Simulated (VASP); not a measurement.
# Nb (Pm-3m) in VASP: further runs, part 2 of 3

VASP 6.6.1. Earlier steps stand in the parts before.

**3. Single point, PBEsol (volume scaled by 1.04)**

File INCAR:

```
SYSTEM = Nb
PREC = Accurate
ENCUT = 520
EDIFF = 1E-6
ISMEAR = -1
SIGMA = 0.1
LREAL = .False.
LASPH = .True.
NELM = 80
ALGO = Normal
ISIF = 2
LWAVE = .False.
LCHARG = .False.
GGA = PS
NBANDS = 12
```

File KPOINTS:

```
Automatic mesh
0
Gamma
  13 13 13
  0 0 0
```

File POSCAR:

```
Nb
1.0
    2.7214987538      0.0000000000      0.0000000000
    0.0000000000      2.7214987538      0.0000000000
    0.0000000000      0.0000000000      2.7214987538
Nb
1
Direct
    0.0000000000      0.0000000000      0.0000000000
```

Potentials or basis: VASP PAW PBE potentials, release 64 (Nb_sv).

Command:

```sh
$ cat potpaw_PBE.64/Nb_sv/POTCAR > POTCAR
$ mpirun -np 1 vasp_std > vasp.out
```

OUTCAR:

```text
SYSTEM = Nb
   PREC = Accurate
   ENCUT = 520
   EDIFF = 1E-6
   ISMEAR = -1
   LREAL = .False.
   LASPH = .True.
   NELM = 80
   ISIF = 2
   GGA = PS

 ion  position               nearest neighbor table
   1  0.000  0.000  0.000-

  LATTYP: Found a simple cubic cell.
 ALAT       =     2.7214987538

  Lattice vectors:

 A1 = (   2.7214987538,   0.0000000000,   0.0000000000)
 A2 = (   0.0000000000,   2.7214987538,   0.0000000000)
 A3 = (   0.0000000000,   0.0000000000,   2.7214987538)

Analysis of symmetry for initial positions (statically):
=====================================================================
 Subroutine PRICEL returns:
 Original cell was already a primitive cell.

 Routine SETGRP: Setting up the symmetry group for a
 simple cubic supercell.

 Subroutine GETGRP returns: Found 48 space group operations
 (whereof 48 operations were pure point group operations)
 out of a pool of 48 trial point group operations.

The static configuration has the point symmetry O_h .

Analysis of symmetry for dynamics (positions and initial velocities):
=====================================================================
 Subroutine PRICEL returns:
 Original cell was already a primitive cell.

 Routine SETGRP: Setting up the symmetry group for a
 simple cubic supercell.

 Subroutine GETGRP returns: Found 48 space group operations
 (whereof 48 operations were pure point group operations)
 out of a pool of 48 trial point group operations.

The dynamic configuration has the point symmetry O_h .

 Subroutine INISYM returns: Found 48 space group operations
 (whereof 48 operations are pure point group operations),
 and found     1 'primitive' translations

----------------------------------------------------------------------------------------

                                     Primitive cell

  volume of cell :      20.1569

  direct lattice vectors                    reciprocal lattice vectors
     2.721498754  0.000000000  0.000000000     0.367444592  0.000000000  0.000000000
     0.000000000  2.721498754  0.000000000     0.000000000  0.367444592  0.000000000
     0.000000000  0.000000000  2.721498754     0.000000000  0.000000000  0.367444592

  length of vectors
     2.721498754  2.721498754  2.721498754     0.367444592  0.367444592  0.367444592

  position of ions in fractional coordinates (direct lattice)
     0.000000000  0.000000000  0.000000000

  ion indices of the primitive-cell ions
   primitive index   ion index
                 1           1

----------------------------------------------------------------------------------------

 KPOINTS: Automatic mesh

Automatic generation of k-mesh.
 Grid dimensions read from file:
 generate k-points for:   13   13   13

 Generating k-lattice:

  Cartesian coordinates                     Fractional coordinates (reciprocal lattice)
     0.028264969  0.000000000  0.000000000     0.076923077  0.000000000  0.000000000
     0.000000000  0.028264969  0.000000000     0.000000000  0.076923077  0.000000000
     0.000000000  0.000000000  0.028264969     0.000000000  0.000000000  0.076923077

  Length of vectors
     0.028264969  0.028264969  0.028264969

  Shift w.r.t. Gamma in fractional coordinates (k-lattice)
     0.000000000  0.000000000  0.000000000

 Subroutine IBZKPT returns following result:
 ===========================================

 Found     84 irreducible k-points:

 Following reciprocal coordinates:
            Coordinates               Weight
  0.000000  0.000000  0.000000      1.000000
  0.076923  0.000000  0.000000      6.000000
  0.153846  0.000000  0.000000      6.000000
  0.230769  0.000000  0.000000      6.000000
  0.307692  0.000000  0.000000      6.000000
  0.384615  0.000000  0.000000      6.000000
[... 16 lines left out ...]
  0.307692  0.307692  0.000000     12.000000
  0.384615  0.307692  0.000000     24.000000
 [... further k-points ...]
   k-points           NKPTS =     84   k-points in BZ     NKDIM =     84   number of bands    NBANDS=     12
   number of dos      NEDOS =    301   number of ions     NIONS =      1
   total plane-waves  NPLWV =   8000
   dimension x,y,z NGX =    20 NGY =   20 NGZ =   20
   dimension x,y,z NGXF=    40 NGYF=   40 NGZF=   40
   ions per type =               1
   NGX,Y,Z   is equivalent  to a cutoff of  12.22, 12.22, 12.22 a.u.
   NGXF,Y,Z  is equivalent  to a cutoff of  24.43, 24.43, 24.43 a.u.
 SYSTEM =  Nb
   PREC   = accura    normal or accurate (medium, high low for compatibility)
   ISTART =      0    job   : 0-new  1-cont  2-samecut
   ICHARG =      2    charge: 1-file 2-atom 10-const
   ISPIN  =      1    spin polarized calculation?
   LNONCOLLINEAR =      F non collinear calculations
   LSORBIT =      F    spin-orbit coupling
   LASPH  =      T    aspherical Exc in radial PAW
   ENCUT  =  520.0 eV  38.22 Ry    6.18 a.u.   5.06  5.06  5.06*2*pi/ulx,y,z
   NELM   =     80;   NELMIN=  2; NELMDL= -5     # of ELM steps
   EDIFF  = 0.1E-05   stopping-criterion for ELM
   LREAL  =      F    real-space projection
   EDIFFG = 0.1E-04   stopping-criterion for IOM
   NSW    =      0    number of steps for IOM
   IBRION =     -1    ionic relax: 0-MD 1-quasi-New 2-CG
   NFREE  =      0    steps in history (QN), initial steepest desc. (CG)
   ISIF   =      2    stress and relaxation
   ISYM   =      2    0-nonsym 1-usesym 2-fastsym
   POTIM  = 0.5000    time-step for ionic-motion
   TEBEG  =    0.0;   TEEND  =   0.0 temperature during run
   PSTRESS=    0.0 pullay stress
   NELECT =      13.0000    total number of electrons
   NUPDOWN=      -1.0000    fix difference up-down
   EMIN   =  10.00;   EMAX   =-10.00  energy-range for DOS
   EFERMI =   0.00;   METHOD = LEGACY
   ISMEAR =    -1;   SIGMA  =   0.10  broadening in eV -4-tet -1-fermi 0-gaus
   EFERMI_NEDOS =   21; number of points for ismear=-14 and -15
   IALGO  =     38    algorithm
   IMIX   =      4    mixing-type and parameters
     AMIX     =   0.40;   BMIX     =  1.00
     AMIX_MAG =   1.60;   BMIX_MAG =  1.00
  volume/ion in A,a.u.               =      20.16       136.03
  Fermi-wavevector in a.u.,A,eV,Ry     =   1.414429  2.672883 27.219942  2.000609
  Thomas-Fermi vector in A             =   2.535972
   LORBIT       =      0    0 simple, 1 ext, 2 COOP (PROOUT), +10 PAW based schemes
   GGA     = PS    functional components
   LHFCALC =     F    Hartree Fock is set to
   AEXX    =    0.0000 exact exchange contribution
   IVDW    =     0    specifies the selected vdW correction
   LEPSILON=     F    determine dielectric tensor
   LRPA    =     F    only Hartree local field effects (RPA)
 non-spin polarized calculation
  energy-cutoff  :      520.00
  volume of cell :       20.16
 maximum number of plane-waves:       554
   NGX = 11   NGY = 11   NGZ = 11

 number of electron      12.9999998 magnetization

 Free energy of the ion-electron system (eV)
  ---------------------------------------------------
  ext. energy  EPLUGINS =         0.00000000
  ---------------------------------------------------
  free energy    TOTEN  =        -9.93817148 eV

  energy without entropy =       -9.90550227  energy(sigma->0) =       -9.92183688

 E-fermi :   9.6498     XC(G=0): -11.9434

 val. band max:        9.6285281600   @ k =   0.3846   0.0769   0.0000
 cond. band min:       9.6743214448   @ k =   0.3846   0.3077   0.2308
 fundamental gap:      0.0457932849
 Fermi energy:         9.6497538907

 k-point     1 :       0.0000    0.0000    0.0000
  band No.  band energies     occupation
      1     -44.9563      2.00000
      2     -20.2670      2.00000
      3     -20.2670      2.00000
      4     -20.2670      2.00000
      5       4.0124      2.00000
      6       6.8669      2.00000
      7       6.8669      2.00000
      8      14.7131      0.00000
      9      14.7131      0.00000
     10      14.7131      0.00000
     11      24.1738      0.00000
     12      24.1738      0.00000

 k-point     2 :       0.0769    0.0000    0.0000
  band No.  band energies     occupation
      1     -44.9459      2.00000
      2     -20.3564      2.00000
      3     -20.2594      2.00000
      4     -20.2594      2.00000
      5       4.1816      2.00000
      6       6.9121      2.00000
      7       7.0545      2.00000
      8      14.4482      0.00000
      9      14.4482      0.00000
     10      14.7315      0.00000
     11      23.3566      0.00000
     12      24.5334      0.00000
[... 316 lines left out ...]
 k-point    24 :       0.3846    0.3077    0.0000
  band No.  band energies     occupation
      1     -44.6731      2.00000
      2     -21.4006      2.00000
      3     -21.1004      2.00000
      4     -20.0645      2.00000
      5       6.7227      2.00000
      6       8.0372      2.00000
      7      11.5828      0.00000
      8      12.2087      0.00000
      9      12.8648      0.00000
     10      13.1915      0.00000
     11      19.2678      0.00000
     12      23.4645      0.00000

 [... further k-points ...]
[... 5 lines left out ...]
  --------------------------------------------------------------------------------------
  -------------------------------------------------------------------------------------
  Total       -0.7208408     -0.7208408     -0.7208408     -0.0000000      0.0000000      0.0000000
  in kB      -57.2961618    -57.2961618    -57.2961618     -0.0000000      0.0000000      0.0000000
  external PRESSURE =     -57.2961618 kB  Pullay stress =       0.0000000 kB

 VOLUME and BASIS-vectors are now :
 -----------------------------------------------------------------------------
  energy-cutoff  :      520.00
  volume of cell :       20.16
      direct lattice vectors                 reciprocal lattice vectors
     2.721498754  0.000000000  0.000000000     0.367444592  0.000000000  0.000000000
     0.000000000  2.721498754  0.000000000     0.000000000  0.367444592  0.000000000
     0.000000000  0.000000000  2.721498754     0.000000000  0.000000000  0.367444592

 POSITION                                       TOTAL-FORCE (eV/Angst)
 -----------------------------------------------------------------------------------
      0.00000      0.00000      0.00000         0.000000      0.000000      0.000000
 -----------------------------------------------------------------------------------
    total drift:                                0.000000      0.000000      0.000000

  FREE ENERGIE OF THE ION-ELECTRON SYSTEM (eV)
  ---------------------------------------------------
  free  energy   TOTEN  =        -9.9381714812 eV

  energy  without entropy=       -9.9055022735  energy(sigma->0) =       -9.92183688
```

stdout:

```text
POSCAR found type information on POSCAR Nb
 POSCAR found :  1 types and       1 ions
 scaLAPACK will be used
 -----------------------------------------------------------------------------
|                                                                             |
|                                                                             |
|     You enforced a specific xc type in the INCAR file but a different       |
|     I HOPE YOU KNOW WHAT YOU ARE DOING!                                     |
|                                                                             |
 -----------------------------------------------------------------------------

 LDA part: xc-table for (Slater+PW92), standard interpolation
 POSCAR, INCAR and KPOINTS ok, starting setup
 FFT: planning ... GRIDC
 FFT: planning ... GRID_SOFT
 FFT: planning ... GRID
 WAVECAR not read
 entering main loop
```

Run time: 10 s. Hardware: 1 thread of Intel Xeon Platinum 8375C at 2.90GHz (Ice Lake), shared host; peak memory 0.13 GiB.

What came out:

```
Free energy : -9.9382 eV
Pressure    : -5.7 GPa
```

Caveat: the PAW data sets were made with another functional, which shifts forces and pressure a little.

**4. Single point, PBEsol (volume scaled by 1.08)**

File INCAR:

```
SYSTEM = Nb
PREC     = Accurate       ! precision mode
ENCUT    = 520            ! plane-wave cutoff, eV
EDIFF    = 1E-7           ! SCF threshold, eV
ISMEAR   = -1             ! smearing method
SIGMA    = 0.1            ! smearing width, eV
LREAL    = .FALSE.        ! projectors in reciprocal space
LASPH    = .TRUE.         ! aspherical terms in the spheres
NELM     = 60             ! most SCF steps
ALGO     = Normal         ! electronic algorithm
ISIF     = 2              ! what is computed and relaxed
LWAVE    = .FALSE.        ! write WAVECAR
LCHARG   = .FALSE.        ! write CHGCAR
GGA      = PS             ! functional
NBANDS   = 12             ! bands
```

File KPOINTS:

```
regular mesh
0
G
  13 13 13
  0 0 0
```

File POSCAR:

```
Nb
1.0
    2.7559517626      0.0000000000      0.0000000000
    0.0000000000      2.7559517626      0.0000000000
    0.0000000000      0.0000000000      2.7559517626
Nb
1
Direct
    0.0000000000      0.0000000000      0.0000000000
```

Potentials or basis: VASP PAW PBE potentials, release 64 (Nb_sv).

Command:

```sh
$ cat potpaw_PBE.64/Nb_sv/POTCAR > POTCAR
$ mpirun -np 1 vasp_std > vasp.out
```

OUTCAR:

```text
SYSTEM = Nb
   PREC = Accurate
   ENCUT = 520
   EDIFF = 1E-7
   ISMEAR = -1
   LREAL = .FALSE.
   LASPH = .TRUE.
   NELM = 60
   ISIF = 2
   GGA = PS

 ion  position               nearest neighbor table
   1  0.000  0.000  0.000-

  LATTYP: Found a simple cubic cell.
 ALAT       =     2.7559517626

  Lattice vectors:

 A1 = (   2.7559517626,   0.0000000000,   0.0000000000)
 A2 = (   0.0000000000,   2.7559517626,   0.0000000000)
 A3 = (   0.0000000000,   0.0000000000,   2.7559517626)

Analysis of symmetry for initial positions (statically):
=====================================================================
 Subroutine PRICEL returns:
 Original cell was already a primitive cell.

 Routine SETGRP: Setting up the symmetry group for a
 simple cubic supercell.

 Subroutine GETGRP returns: Found 48 space group operations
 (whereof 48 operations were pure point group operations)
 out of a pool of 48 trial point group operations.

The static configuration has the point symmetry O_h .

Analysis of symmetry for dynamics (positions and initial velocities):
=====================================================================
[... 159 lines left out ...]
 fundamental gap:      0.0672505406
 Fermi energy:         9.1676248541

 k-point     1 :       0.0000    0.0000    0.0000
  band No.  band energies     occupation
      1     -45.4590      2.00000
      2     -20.8441      2.00000
      3     -20.8441      2.00000
      4     -20.8441      2.00000
      5       3.6226      2.00000
      6       6.5291      2.00000
      7       6.5291      2.00000
      8      14.0059      0.00000
      9      14.0059      0.00000
     10      14.0059      0.00000
     11      23.3718      0.00000
     12      23.3718      0.00000
[... 331 lines left out ...]
 k-point    24 :       0.3846    0.3077    0.0000
  band No.  band energies     occupation
      1     -45.2127      2.00000
      2     -21.8613      2.00000
      3     -21.5919      2.00000
      4     -20.6640      2.00000
      5       6.3901      2.00000
      6       7.6073      2.00000
      7      10.9816      0.00000
      8      11.6417      0.00000
      9      12.2625      0.00000
     10      12.5336      0.00000
     11      18.4742      0.00000
     12      22.5915      0.00000

 [... further k-points ...]
[... 5 lines left out ...]
  --------------------------------------------------------------------------------------
  -------------------------------------------------------------------------------------
  Total       -1.2977597     -1.2977597     -1.2977597      0.0000000     -0.0000000      0.0000000
  in kB      -99.3321982    -99.3321982    -99.3321982      0.0000000     -0.0000000      0.0000000
  external PRESSURE =     -99.3321982 kB  Pullay stress =       0.0000000 kB

 VOLUME and BASIS-vectors are now :
 -----------------------------------------------------------------------------
  energy-cutoff  :      520.00
  volume of cell :       20.93
      direct lattice vectors                 reciprocal lattice vectors
     2.755951763  0.000000000  0.000000000     0.362851053  0.000000000  0.000000000
     0.000000000  2.755951763  0.000000000     0.000000000  0.362851053  0.000000000
     0.000000000  0.000000000  2.755951763     0.000000000  0.000000000  0.362851053

 POSITION                                       TOTAL-FORCE (eV/Angst)
 -----------------------------------------------------------------------------------
      0.00000      0.00000      0.00000         0.000000      0.000000      0.000000
 -----------------------------------------------------------------------------------
    total drift:                                0.000000      0.000000      0.000000

  FREE ENERGIE OF THE ION-ELECTRON SYSTEM (eV)
  ---------------------------------------------------
  free  energy   TOTEN  =        -9.9005412316 eV

  energy  without entropy=       -9.8653795222  energy(sigma->0) =       -9.88296038
```

It took 11 s on 1 thread of Intel Xeon Platinum 8375C at 2.90GHz (Ice Lake), shared host; peak memory 0.13 GiB.

Results:

* Free energy: -9.9005 eV
* Pressure: -9.9 GPa

Levels at points of the mesh, in eV from the Fermi level:
| k point | band 4 | band 5 | band 6 | band 7 | band 8 | band 9 | band 10 | band 11 |
| --- | --- | --- | --- | --- | --- | --- | --- | --- |
| (0.00, 0.00, 0.00) | -30.01 | -5.55 | -2.64 | -2.64 | 4.84 | 4.84 | 4.84 | 14.20 |

Caveat: the PAW data sets were made with another functional, which shifts forces and pressure a little.

**5. Single point, PBEsol (volume scaled by 1.12)**

File INCAR:

```
SYSTEM = Nb
PREC = Accurate
ENCUT = 520
EDIFF = 1E-6
ISMEAR = -1
SIGMA = 0.1
LREAL = .False.
LASPH = .True.
NELM = 60
ALGO = Normal
ISIF = 2
LWAVE = .False.
LCHARG = .False.
GGA = PS
NBANDS = 12
```

File KPOINTS:

```
regular mesh
0
Gamma
  13 13 13
  0 0 0
```

File POSCAR:

```
Nb
1.0
    2.7895642431      0.0000000000      0.0000000000
    0.0000000000      2.7895642431      0.0000000000
    0.0000000000      0.0000000000      2.7895642431
Nb
1
Direct
    0.0000000000      0.0000000000      0.0000000000
```

Command:

```sh
$ cat potpaw_PBE.64/Nb_sv/POTCAR > POTCAR
$ mpirun -np 1 vasp_std > vasp.out
```

Wall time 12 s (1 thread of Intel Xeon Platinum 8375C at 2.90GHz (Ice Lake), shared host); peak memory 0.15 GiB.

It converged, with:

- Free energy: -9.8445 eV
- Pressure: -13.3 GPa

Levels at points of the mesh, in eV from the Fermi level:
```csv
k point,band 4,band 5,band 6,band 7,band 8,band 9,band 10,band 11
"(0.00, 0.00, 0.00)",-30.10,-5.45,-2.51,-2.51,4.63,4.63,4.63,13.90
```

Caveat: the PAW data sets were made with another functional, which shifts forces and pressure a little.

(Part 2 of 3 ends here.)
